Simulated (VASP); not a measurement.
Ir, 2 atoms in the cell. It takes space group P6_3/mmc (No. 194, hexagonal). Conventional cell: a = 2.705 Å, b = 2.705 Å, c = 4.386 Å, α = 90.00°, β = 90.00°, γ = 120.00°. Ir (site symmetry -6m2) has 12 Ir at 2.69 to 2.71 Å within 3.6 Å. 

| Quantity | Value |
| --- | --- |
| Program | VASP 6.6.1 |
| Task | single point |
| Functional | LDA |
| Potentials or basis | VASP PAW LDA potentials, release 64 (Ir) |
| Cutoff | 500 eV |
| k mesh | 18 × 18 × 10 |
| Occupations | gaussian, width 0.15 eV |
| Spin | no spin polarisation |
| Dipole correction | no |
| Further INCAR settings | ALGO = Normal; EDIFF = 1e-06; NBANDS = 16 |

Potentials or basis: VASP PAW LDA potentials, release 64 (Ir).

Command:

```sh
$ cat potpaw_LDA.64/Ir/POTCAR > POTCAR
$ mpirun -np 1 vasp_std > vasp.out
```

Hardware: 1 thread of Intel(R) Xeon(R) Platinum 8488C (Sapphire Rapids), on a shared host.

Q: How long does it take, and how much memory?

A: It took 44 s on 1 thread of Intel(R) Xeon(R) Platinum 8488C (Sapphire Rapids), on a shared host, peak memory 0.19 GiB. Counts: scf iterations 12, k points 222.
